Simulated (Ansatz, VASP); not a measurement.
**Two plane-wave programs on W4N**

```
W N
1.0
     4.49263    0.00000    0.00000
     0.00000    4.49263    0.00000
     0.00000    0.00000    4.67682
W N
4 1
Direct
  0.00000 0.00000 0.00000
  0.00000 0.50000 0.83554
  0.50000 0.00000 0.16446
  0.50000 0.50000 0.00000
  0.50000 0.50000 0.50000
```

Alike in both runs: task relaxation of cell and atoms; functional PBE; k mesh 4 × 4 × 4; occupations gaussian, width 0.1 eV; no spin polarisation.

|  | VASP | Ansatz |
| --- | --- | --- |
| version | VASP 6.6.1 | Ansatz 0.2.0 |
| potentials or method | VASP PAW PBE potentials, release 64 (W_sv, N), cutoff 600 eV | scalar-relativistic, plane waves, PAW |
| valence electrons in the cell | 61 | 61 |

|  | VASP | Ansatz | Ansatz less VASP |
| --- | --- | --- | --- |
| gap on the k mesh at the Fermi level, each at its own relaxed structure (eV) | none | none | - |
| relaxed volume (Å³/atom) | 14.28 | 14.25 | -0.036 |
| relaxed length of the cell vector where the two differ most in proportion (Å) | 4.123 | 4.119 | -0.0038 |

A gap of «none» marks a metal or a gap that the smearing closes.

Neither program's run includes spin-orbit coupling. Noted on VASP's run: the volume moved by over 15 % at a fixed basis, so the end points are rough.
